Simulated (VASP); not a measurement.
Write the native input for VASP 6.6.1 that does the following.

```
Task                   : single point
Functional             : r2SCAN
Dispersion             : rVV10
Potentials or basis    : VASP PAW PBE potentials, release 64 (W_sv, C)
Cutoff                 : 520 eV
k mesh                 : 10 × 10 × 9
Occupations            : fermi-dirac, width 0.05 eV
Spin                   : no spin polarisation
Dipole correction      : no
Further INCAR settings : ALGO = Normal; EDIFF = 1e-07; NBANDS = 16
```

WC:

```
W C
1.0
     2.96350    0.00000    0.00000
    -1.48175    2.56647    0.00000
     0.00000    0.00000    2.89223
W C
1 1
Direct
  0.00000 0.00000 0.00000
  0.66667 0.33333 0.50000
```

The input as run:

POSCAR

```
WC
1.0
    2.9635046684      0.0000000000      0.0000000000
   -1.4817523342      2.5664703270      0.0000000000
    0.0000000000      0.0000000000      2.8922337321
W C
1 1
Direct
    0.0000000000      0.0000000000      0.0000000000
    0.6666666667      0.3333333333      0.5000000000
```

INCAR.step1

```
ALGO     = Normal         # electronic algorithm
EDIFF    = 1E-4           # SCF threshold, eV
ENCUT    = 520            # plane-wave cutoff, eV
GGA      = PE             # functional
ISMEAR   = -1             # smearing method
LASPH    = T              # aspherical terms in the spheres
LCHARG   = F              # write CHGCAR
LREAL    = F              # projectors in reciprocal space
LWAVE    = T              # write WAVECAR
NBANDS   = 16             # bands
NELM     = 60             # most SCF steps
PREC     = Accurate       # precision mode
SIGMA    = 0.05           # smearing width, eV
```

INCAR.step2

```
ALGO     = Normal         # electronic algorithm
BPARAM   = 11.95        
CPARAM   = 0.0093       
EDIFF    = 1E-7           # SCF threshold, eV
ENCUT    = 520            # plane-wave cutoff, eV
ISIF     = 2              # what is computed and relaxed
ISMEAR   = -1             # smearing method
ISTART   = 1            
IVDW_NL  = 2            
LASPH    = T              # aspherical terms in the spheres
LCHARG   = F              # write CHGCAR
LMIXTAU  = T            
LREAL    = F              # projectors in reciprocal space
LUSE_VDW = T            
LWAVE    = F              # write WAVECAR
METAGGA  = R2SCAN         # meta-GGA
NBANDS   = 16             # bands
NELM     = 60             # most SCF steps
PREC     = Accurate       # precision mode
SIGMA    = 0.05           # smearing width, eV
```

KPOINTS

```
k-points
0
Gamma
  10 10 9
```

Potentials or basis: VASP PAW PBE potentials, release 64 (W_sv, C).

Launch:

```sh
$ cat potpaw_PBE.64/W_sv/POTCAR potpaw_PBE.64/C/POTCAR > POTCAR
$ cp INCAR.step1 INCAR
$ mpirun -np 1 vasp_std > vasp.out
$ cp INCAR.step2 INCAR
$ mpirun -np 1 vasp_std > vasp.out
```

It gave:

```yaml
Pressure: -19.7 GPa
Band_gap_on_the_k_mesh: zero (bands 9 and 10 overlap by 1.13 eV)
```

Caveat: the cell stands under tension; the PAW data sets were made with another functional, which shifts forces and pressure a little; spin-orbit coupling is left out, which moves the levels of the heavy elements.

It took 69 s on 1 thread of AMD EPYC 9R45 96-Core Processor (Zen 5), on a shared host, peak memory 0.2 GiB.
